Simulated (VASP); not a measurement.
Input of a VASP 6.6.1 run:

Contents of POSCAR:

```
SiNi
1.0
    2.9189897377      0.0000000000      0.0000000000
    0.0000000000      3.2808663190      0.0000000000
    0.0000000000      0.0000000000      4.6462384068
Ni Si
2 2
Direct
    0.5000000000      0.5000000000      0.3437120694
    0.0000000000      0.0000000000      0.6562879306
    0.5000000000      0.5000000000      0.8436601140
    0.0000000000      0.0000000000      0.1563398860
```

The input INCAR.step1:

```
SYSTEM = SiNi
PREC = Accurate
ENCUT = 520
ISMEAR = -1
SIGMA = 0.05
LREAL = .False.
LASPH = .True.
NELM = 150
ISPIN = 2
MAGMOM = 1 1 0 0
LMAXMIX = 4
NBANDS = 26
GGA = PE
ALGO = Normal
EDIFF = 1E-4
LWAVE = .True.
LCHARG = .False.
```

The input INCAR.step2:

```
SYSTEM = SiNi
PREC = Accurate
ENCUT = 520
EDIFF = 1E-7
ISMEAR = -1
SIGMA = 0.05
LREAL = .False.
LASPH = .True.
NELM = 150
ALGO = Normal
ISIF = 2
LWAVE = .False.
LCHARG = .True.
ISPIN = 2
MAGMOM = 1 1 0 0
LORBIT = 11
LMAXMIX = 4
METAGGA = R2SCAN
LMIXTAU = .True.
IVDW = 12
VDW_S6 = 1.0
VDW_S8 = 0.78981345
VDW_A1 = 0.49484001
VDW_A2 = 5.73083694
LELF = .True.
LVHAR = .True.
NBANDS = 26
ISTART = 1
```

Contents of KPOINTS:

```
regular mesh
0
Gamma
  9 8 6
  0 0 0
```

Potentials or basis: VASP PAW PBE potentials, release 64 (Ni, Si).

Command:

```sh
$ cat potpaw_PBE.64/Ni/POTCAR potpaw_PBE.64/Si/POTCAR > POTCAR
$ cp INCAR.step1 INCAR
$ mpirun -np 1 vasp_std > vasp.out
$ cp INCAR.step2 INCAR
$ mpirun -np 1 vasp_std > vasp.out
```

(1) Predict the largest force.

(2) Predict the net moment.

(3) What does it give for the dispersion energy per atom?

## Answers

(1) 0.010 eV/Å.

(2) 0.00 μB per cell.

(3) -0.238 eV.

Caveat: the moments typed at the start vanished in this run; the PAW data sets were made with another functional, which shifts forces and pressure a little.
